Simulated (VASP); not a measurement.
Write the native input for VASP 6.6.1 that does the following.

* Task: single point
* Functional: PBEsol
* Potentials or basis: VASP PAW PBE potentials, release 64 (Cl)
* Cutoff: 520 eV
* k mesh: 15 × 15 × 15
* Occupations: fermi-dirac, width 0.1 eV
* Spin: no spin polarisation
* Dipole correction: no
* Further INCAR settings: ALGO = Normal; EDIFF = 1e-06; NBANDS = 14

The structure of Cl lies in POSCAR:

```
Cl
1.0
    0.0000000000      2.0593754443      2.0593754443
    2.0593754443      0.0000000000      2.0593754443
    2.0593754443      2.0593754443      0.0000000000
Cl
2
Direct
   -0.1250000000     -0.1250000000     -0.1250000000
    0.1250000000      0.1250000000      0.1250000000
```

One way to write it, as run:

INCAR

```
SYSTEM = Cl
ALGO     = Normal         ! electronic algorithm
EDIFF    = 1E-6           ! SCF threshold, eV
ENCUT    = 520            ! plane-wave cutoff, eV
GGA      = PS             ! functional
ISIF     = 2              ! what is computed and relaxed
ISMEAR   = -1             ! smearing method
LASPH    = .True.         ! aspherical terms in the spheres
LCHARG   = .False.        ! write CHGCAR
LREAL    = .False.        ! projectors in reciprocal space
LWAVE    = .False.        ! write WAVECAR
NBANDS   = 14             ! bands
NELM     = 60             ! most SCF steps
PREC     = Accurate       ! precision mode
SIGMA    = 0.1            ! smearing width, eV
```

KPOINTS

```
k-points
0
Gamma
  15 15 15
  0 0 0
```

Potentials or basis: VASP PAW PBE potentials, release 64 (Cl).

The run is started by

```bash
$ cat potpaw_PBE.64/Cl/POTCAR > POTCAR
$ mpirun -np 1 vasp_std > vasp.out
```

It gave:

```yaml
Pressure: 274.3 GPa
Band_gap_on_the_k_mesh: zero (band 7 reaches 23.53 eV, above the bottom of band 8 at 12.98 eV)
```

Caveat: the PAW data sets were made with another functional, which shifts forces and pressure a little.

Wall time 10 s on 1 thread of Intel(R) Xeon(R) Platinum 8488C (Sapphire Rapids), on a shared host, peak memory 0.14 GiB.
